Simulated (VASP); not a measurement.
# Pd (Fm-3m) in VASP: further runs

The runs below take Pd through single point, relaxation of cell and atoms, with LDA.

All numbers are computed with VASP 6.6.1; they aren't measurements. Logs are shortened: lines on timing, memory, paths and dates and some standing lists are left out, and cuts for length are marked.

## Step 1: The cell of the first run

It takes space group Fm-3m (No. 225, cubic). The conventional cell has a = 3.846 Å, b = 3.846 Å, c = 3.846 Å, α = 90.00°, β = 90.00°, γ = 90.00°. Pd (site symmetry m-3m) has 12 Pd at 2.72 Å within 3.6 Å.

## Step 2: Single point, LDA

Input file INCAR:

```
SYSTEM = Pd
  PREC = Accurate
  ENCUT = 500
  EDIFF = 1E-6
  ISMEAR = -1
  SIGMA = 0.1
  LREAL = .FALSE.
  LASPH = .TRUE.
  NELM = 120
  ALGO = Normal
  ISIF = 2
  LWAVE = .FALSE.
  LCHARG = .FALSE.
  NBANDS = 11
  GGA_COMPAT = .FALSE.
```

Input file KPOINTS:

```
Automatic mesh
0
G
  8 8 8
  0 0 0
```

Input file POSCAR:

```
Pd
1.0
    0.0000000000      1.9229446973      1.9229446973
    1.9229446973      0.0000000000      1.9229446973
    1.9229446973      1.9229446973      0.0000000000
Pd
1
Direct
    0.0000000000      0.0000000000      0.0000000000
```

Potentials or basis: VASP PAW LDA potentials, release 64 (Pd).

Launch:

```sh
$ cat potpaw_LDA.64/Pd/POTCAR > POTCAR
$ mpirun -np 1 vasp_std > vasp.out
```

OUTCAR:

```text
SYSTEM = Pd
   PREC = Accurate
   ENCUT = 500
   EDIFF = 1E-6
   ISMEAR = -1
   LREAL = .FALSE.
   LASPH = .TRUE.
   NELM = 120
   ISIF = 2

 ion  position               nearest neighbor table
   1  0.000  0.000  0.000-

  LATTYP: Found a face centered cubic cell.
 ALAT       =     3.8458893946

  Lattice vectors:

 A1 = (   0.0000000000,   1.9229446973,   1.9229446973)
 A2 = (   1.9229446973,   0.0000000000,   1.9229446973)
 A3 = (   1.9229446973,   1.9229446973,   0.0000000000)

Analysis of symmetry for initial positions (statically):
=====================================================================
 Subroutine PRICEL returns:
 Original cell was already a primitive cell.

 Routine SETGRP: Setting up the symmetry group for a
 face centered cubic supercell.

 Subroutine GETGRP returns: Found 48 space group operations
 (whereof 48 operations were pure point group operations)
 out of a pool of 48 trial point group operations.

The static configuration has the point symmetry O_h .

Analysis of symmetry for dynamics (positions and initial velocities):
=====================================================================
 Subroutine PRICEL returns:
 Original cell was already a primitive cell.

 Routine SETGRP: Setting up the symmetry group for a
 face centered cubic supercell.

 Subroutine GETGRP returns: Found 48 space group operations
 (whereof 48 operations were pure point group operations)
 out of a pool of 48 trial point group operations.

The dynamic configuration has the point symmetry O_h .

 Subroutine INISYM returns: Found 48 space group operations
 (whereof 48 operations are pure point group operations),
 and found     1 'primitive' translations

----------------------------------------------------------------------------------------

                                     Primitive cell

  volume of cell :      14.2210

  direct lattice vectors                    reciprocal lattice vectors
     0.000000000  1.922944697  1.922944697    -0.260017878  0.260017878  0.260017878
     1.922944697  0.000000000  1.922944697     0.260017878 -0.260017878  0.260017878
     1.922944697  1.922944697  0.000000000     0.260017878  0.260017878 -0.260017878

  length of vectors
     2.719454471  2.719454471  2.719454471     0.450364176  0.450364176  0.450364176

  position of ions in fractional coordinates (direct lattice)
     0.000000000  0.000000000  0.000000000

  ion indices of the primitive-cell ions
   primitive index   ion index
                 1           1

----------------------------------------------------------------------------------------

 KPOINTS: Automatic mesh

Automatic generation of k-mesh.
 Grid dimensions read from file:
 generate k-points for:    8    8    8

 Generating k-lattice:

  Cartesian coordinates                     Fractional coordinates (reciprocal lattice)
    -0.032502235  0.032502235  0.032502235     0.125000000  0.000000000  0.000000000
     0.032502235 -0.032502235  0.032502235     0.000000000  0.125000000  0.000000000
     0.032502235  0.032502235 -0.032502235     0.000000000  0.000000000  0.125000000

  Length of vectors
     0.056295522  0.056295522  0.056295522

  Shift w.r.t. Gamma in fractional coordinates (k-lattice)
     0.000000000  0.000000000  0.000000000

 Subroutine IBZKPT returns following result:
 ===========================================

 Found     29 irreducible k-points:

 Following reciprocal coordinates:
            Coordinates               Weight
  0.000000  0.000000  0.000000      1.000000
  0.125000  0.000000  0.000000      8.000000
  0.250000  0.000000  0.000000      8.000000
  0.375000  0.000000  0.000000      8.000000
  0.500000  0.000000  0.000000      4.000000
  0.125000  0.125000  0.000000      6.000000
[... 16 lines left out ...]
  0.500000  0.250000  0.125000     48.000000
 -0.375000  0.250000  0.125000     24.000000
 [... further k-points ...]
   k-points           NKPTS =     29   k-points in BZ     NKDIM =     29   number of bands    NBANDS=     11
   number of dos      NEDOS =    301   number of ions     NIONS =      1
   total plane-waves  NPLWV =   8000
   dimension x,y,z NGX =    20 NGY =   20 NGZ =   20
   dimension x,y,z NGXF=    40 NGYF=   40 NGZF=   40
   ions per type =               1
   NGX,Y,Z   is equivalent  to a cutoff of  12.23, 12.23, 12.23 a.u.
   NGXF,Y,Z  is equivalent  to a cutoff of  24.45, 24.45, 24.45 a.u.
 SYSTEM =  Pd
   PREC   = accura    normal or accurate (medium, high low for compatibility)
   ISTART =      0    job   : 0-new  1-cont  2-samecut
   ICHARG =      2    charge: 1-file 2-atom 10-const
   ISPIN  =      1    spin polarized calculation?
   LNONCOLLINEAR =      F non collinear calculations
   LSORBIT =      F    spin-orbit coupling
   LASPH  =      T    aspherical Exc in radial PAW
   ENCUT  =  500.0 eV  36.75 Ry    6.06 a.u.   4.96  4.96  4.96*2*pi/ulx,y,z
   NELM   =    120;   NELMIN=  2; NELMDL= -5     # of ELM steps
   EDIFF  = 0.1E-05   stopping-criterion for ELM
   LREAL  =      F    real-space projection
   EDIFFG = 0.1E-04   stopping-criterion for IOM
   NSW    =      0    number of steps for IOM
   IBRION =     -1    ionic relax: 0-MD 1-quasi-New 2-CG
   NFREE  =      0    steps in history (QN), initial steepest desc. (CG)
   ISIF   =      2    stress and relaxation
   ISYM   =      2    0-nonsym 1-usesym 2-fastsym
   POTIM  = 0.5000    time-step for ionic-motion
   TEBEG  =    0.0;   TEEND  =   0.0 temperature during run
   PSTRESS=    0.0 pullay stress
   NELECT =      10.0000    total number of electrons
   NUPDOWN=      -1.0000    fix difference up-down
   EMIN   =  10.00;   EMAX   =-10.00  energy-range for DOS
   EFERMI =   0.00;   METHOD = LEGACY
   ISMEAR =    -1;   SIGMA  =   0.10  broadening in eV -4-tet -1-fermi 0-gaus
   EFERMI_NEDOS =   21; number of points for ismear=-14 and -15
   IALGO  =     38    algorithm
   IMIX   =      4    mixing-type and parameters
     AMIX     =   0.40;   BMIX     =  1.00
     AMIX_MAG =   1.60;   BMIX_MAG =  1.00
  volume/ion in A,a.u.               =      14.22        95.97
  Fermi-wavevector in a.u.,A,eV,Ry     =   1.455788  2.751040 28.835069  2.119318
  Thomas-Fermi vector in A             =   2.572782
   LORBIT       =      0    0 simple, 1 ext, 2 COOP (PROOUT), +10 PAW based schemes
   GGA     = CA    functional components
   LHFCALC =     F    Hartree Fock is set to
   AEXX    =    0.0000 exact exchange contribution
   IVDW    =     0    specifies the selected vdW correction
   LEPSILON=     F    determine dielectric tensor
   LRPA    =     F    only Hartree local field effects (RPA)
 non-spin polarized calculation
  energy-cutoff  :      500.00
  volume of cell :       14.22
 maximum number of plane-waves:       371
   NGX =  9   NGY =  9   NGZ =  9

 number of electron      10.0000005 magnetization

 Free energy of the ion-electron system (eV)
  ---------------------------------------------------
  ext. energy  EPLUGINS =         0.00000000
  ---------------------------------------------------
  free energy    TOTEN  =        -6.50118280 eV

  energy without entropy =       -6.43932409  energy(sigma->0) =       -6.47025344

 E-fermi :  10.3296     XC(G=0): -13.7385

 val. band max:       10.2834728308   @ k =  -0.3750   0.3750   0.1250
 cond. band min:      10.3400780580   @ k =   0.5000   0.2500   0.0000
 fundamental gap:      0.0566052272
 Fermi energy:        10.3295603228

 k-point     1 :       0.0000    0.0000    0.0000
  band No.  band energies     occupation
      1       2.7057      2.00000
      2       7.2121      2.00000
      3       7.2121      2.00000
      4       7.2121      2.00000
      5       8.9537      2.00000
      6       8.9537      2.00000
      7      27.3704      0.00000
      8      32.2955      0.00000
      9      32.2955      0.00000
     10      32.2955      0.00000
     11      35.9360      0.00000

 k-point     2 :       0.1250    0.0000    0.0000
  band No.  band energies     occupation
      1       3.2713      2.00000
      2       7.0288      2.00000
      3       7.3959      2.00000
      4       7.3959      2.00000
      5       8.8798      2.00000
      6       8.8798      2.00000
      7      27.9013      0.00000
      8      29.6153      0.00000
      9      32.9841      0.00000
     10      32.9841      0.00000
     11      35.9730      0.00000

 k-point     3 :       0.2500    0.0000    0.0000
  band No.  band energies     occupation
      1       4.4392      2.00000
      2       7.1595      2.00000
      3       7.5260      2.00000
      4       7.5260      2.00000
      5       9.1075      1.99999
      6       9.1075      1.99999
      7      25.0080      0.00000
      8      28.5196      0.00000
      9      34.2433      0.00000
     10      34.2433      0.00000
     11      35.8893      0.00000

 k-point     4 :       0.3750    0.0000    0.0000
  band No.  band energies     occupation
      1       4.6879      2.00000
      2       7.2955      2.00000
      3       7.2955      2.00000
      4       9.1879      1.99998
      5       9.8470      1.98409
      6       9.8470      1.98409
      7      20.4721      0.00000
      8      27.3344      0.00000
      9      32.6164      0.00000
     10      32.6164      0.00000
     11      35.9513      0.00000
[... 239 lines left out ...]
 k-point    22 :       0.3750    0.2500    0.1250
  band No.  band energies     occupation
      1       5.4788      2.00000
      2       6.1233      2.00000
      3       7.2567      2.00000
      4       8.5828      2.00000
      5       8.7847      2.00000
      6      10.5296      0.23841
      7      25.5244      0.00000
      8      26.4326      0.00000
      9      29.8251      0.00000
     10      32.4202      0.00000
     11      35.8435      0.00000

 k-point    23 :       0.5000    0.2500    0.1250
  band No.  band energies     occupation
      1       5.6466      2.00000
      2       6.5734      2.00000
      3       7.0026      2.00000
      4       8.3881      2.00000
      5       9.6952      1.99649
      6      12.7705      0.00000
      7      21.1549      0.00000
      8      25.6280      0.00000
      9      27.8068      0.00000
     10      32.5858      0.00000
     11      36.1037      0.00000

 k-point    24 :      -0.3750    0.2500    0.1250
  band No.  band energies     occupation
      1       5.5831      2.00000
      2       6.3663      2.00000
      3       7.6242      2.00000
      4       8.1420      2.00000
      5      10.0938      1.82706
      6      15.1595      0.00000
      7      17.8023      0.00000
      8      26.1345      0.00000
      9      26.4660      0.00000
     10      31.5856      0.00000
     11      35.9824      0.00000

 [... further k-points ...]
[... 5 lines left out ...]
  --------------------------------------------------------------------------------------
  -------------------------------------------------------------------------------------
  Total        0.0271869      0.0271869      0.0271869     -0.0000000     -0.0000000      0.0000000
  in kB        3.0629516      3.0629516      3.0629516     -0.0000000     -0.0000000      0.0000000
  external PRESSURE =       3.0629516 kB  Pullay stress =       0.0000000 kB

 VOLUME and BASIS-vectors are now :
 -----------------------------------------------------------------------------
  energy-cutoff  :      500.00
  volume of cell :       14.22
      direct lattice vectors                 reciprocal lattice vectors
     0.000000000  1.922944697  1.922944697    -0.260017878  0.260017878  0.260017878
     1.922944697  0.000000000  1.922944697     0.260017878 -0.260017878  0.260017878
     1.922944697  1.922944697  0.000000000     0.260017878  0.260017878 -0.260017878

 POSITION                                       TOTAL-FORCE (eV/Angst)
 -----------------------------------------------------------------------------------
      0.00000      0.00000      0.00000         0.000000      0.000000      0.000000
 -----------------------------------------------------------------------------------
    total drift:                                0.000000     -0.000000     -0.000000

  FREE ENERGIE OF THE ION-ELECTRON SYSTEM (eV)
  ---------------------------------------------------
  free  energy   TOTEN  =        -6.5011828002 eV

  energy  without entropy=       -6.4393240887  energy(sigma->0) =       -6.47025344
```

Run time: 5.9 s. Hardware: 1 thread of Intel Xeon Platinum 8259CL at 2.50GHz (Skylake/Cascade Lake), shared host; peak memory 0.11 GiB.

Results:

```
Free energy            : -6.5012 eV
Pressure               : 0.3 GPa
Band gap on the k mesh : zero (band 5 reaches 10.58 eV, above the bottom of band 6 at 8.88 eV)
```

## Step 3: Single point, LDA

This run uses another cell than the first one, of 14.36 Å³/atom, 1.010 times its volume.

Input file INCAR:

```
PREC = Accurate
ENCUT = 500
EDIFF = 1E-6
ISMEAR = -1
SIGMA = 0.1
LREAL = F
LASPH = T
NELM = 120
ALGO = Normal
ISIF = 2
LWAVE = F
LCHARG = F
GGA = CA
NBANDS = 11
GGA_COMPAT = F
```

Input file KPOINTS:

```
Automatic mesh
0
Gamma
  8 8 8
```

Input file POSCAR:

```
Pd
1.0
    0.0000000000      1.9293332649      1.9293332649
    1.9293332649      0.0000000000      1.9293332649
    1.9293332649      1.9293332649      0.0000000000
Pd
1
Direct
    0.0000000000      0.0000000000      0.0000000000
```

Potentials or basis: VASP PAW LDA potentials, release 64 (Pd).

Launch:

```sh
$ cat potpaw_LDA.64/Pd/POTCAR > POTCAR
$ mpirun -np 1 vasp_std > vasp.out
```

It took 6 s on 1 thread of Intel Xeon Platinum 8259CL at 2.50GHz (Skylake/Cascade Lake), shared host; peak memory 0.12 GiB.

The run converged. Its results:

```
Free energy            : -6.5005 eV
Pressure               : -1.9 GPa
Band gap on the k mesh : zero (band 5 reaches 10.40 eV, above the bottom of band 6 at 8.72 eV)
```

Levels at points of the mesh, in eV from the Fermi level:
```tsv
k point	band 1	band 2	band 3	band 4	band 5	band 6	band 7	band 8	band 9	band 10
(0.00, 0.00, 0.00)	-7.54	-3.07	-3.07	-3.07	-1.35	-1.35	17.04	21.91	21.91	21.91
(0.50, 0.00, 0.00)	-5.65	-3.11	-3.11	-0.09	-0.09	0.79	7.39	16.42	21.08	21.08
(0.50, 0.50, 0.00)	-5.75	-5.45	-0.11	0.24	0.24	3.15	10.91	13.11	13.11	21.82
```

## Step 4: Relaxation of cell and atoms, LDA

Input file INCAR:

```
SYSTEM = Pd
ALGO = Normal ; EDIFF = 1E-7
EDIFFG = -0.03 ; ENCUT = 500
GGA_COMPAT = .False. ; IBRION = 2
ISIF = 3 ; ISMEAR = -1
LASPH = .True. ; LCHARG = .False.
LREAL = .False. ; LWAVE = .False.
NELM = 120 ; NELMIN = 4
NSW = 80 ; PREC = Accurate
SIGMA = 0.1
```

Input file KPOINTS:

```
k-points
0
Gamma
  8 8 8
  0 0 0
```

Input file POSCAR:

```
Pd
1.0
    0.0000000000      1.9229446973      1.9229446973
    1.9229446973      0.0000000000      1.9229446973
    1.9229446973      1.9229446973      0.0000000000
Pd
1
Direct
    0.0000000000      0.0000000000      0.0000000000
```

Launch:

```sh
$ cat potpaw_LDA.64/Pd/POTCAR > POTCAR
$ mpirun -np 1 vasp_std > vasp.out
```

It took 1.9 s on 1 thread of Intel Xeon 6975P-C (Granite Rapids), shared host; peak memory 0.12 GiB.

It converged, with:

* Free energy: -6.5012 eV
* Pressure after relaxing: 0.3 GPa
* Band gap on the k mesh: zero (band 5 reaches 10.58 eV, above the bottom of band 6 at 8.88 eV)

Final structure:
```xyz
1
Lattice="0.0000 1.9229 1.9229 1.9229 0.0000 1.9229 1.9229 1.9229 0.0000" Properties=species:S:1:pos:R:3 pbc="T T T"
Pd    0.0000    0.0000    0.0000
```

Levels at points of the mesh, in eV from the Fermi level:
| k point | band 2 | band 3 | band 4 | band 5 | band 6 | band 7 | band 8 | band 9 |
| --- | --- | --- | --- | --- | --- | --- | --- | --- |
| (0.00, 0.00, 0.00) | -3.12 | -3.12 | -3.12 | -1.38 | -1.38 | 17.04 | 21.97 | 21.97 |
| (0.50, 0.00, 0.00) | -3.17 | -3.17 | -0.09 | -0.09 | 0.76 | 7.47 | 16.42 | 21.18 |
| (0.50, 0.50, 0.00) | -5.53 | -0.11 | 0.25 | 0.25 | 3.15 | 11.02 | 13.17 | 13.17 |

Caveat: the relaxation stopped at its first step, so nothing moved.

## Step 5: The runs side by side

```csv
task,cell,gap on the mesh (eV),pressure (GPa)
single point,"a = 2.719 Å, angles 60.0°, 1 atom",none,0.3
single point,"a = 2.728 Å, angles 60.0°, 1 atom",none,-1.9
relaxation of cell and atoms,"relaxed from a = 2.719 Å, angles 60.0°, 1 atom",none,0.3
```

Alike in all rows: level LDA; potentials or basis VASP PAW LDA potentials, release 64 (Pd); no spin polarisation; k mesh 8 × 8 × 8; cutoff (eV) 500; smearing fermi-dirac 0.1 eV.

Caveats: the relaxation stopped at its first step, so nothing moved (some runs).

Total energies depend on the potentials used, so only differences within one code and one set of settings carry meaning.
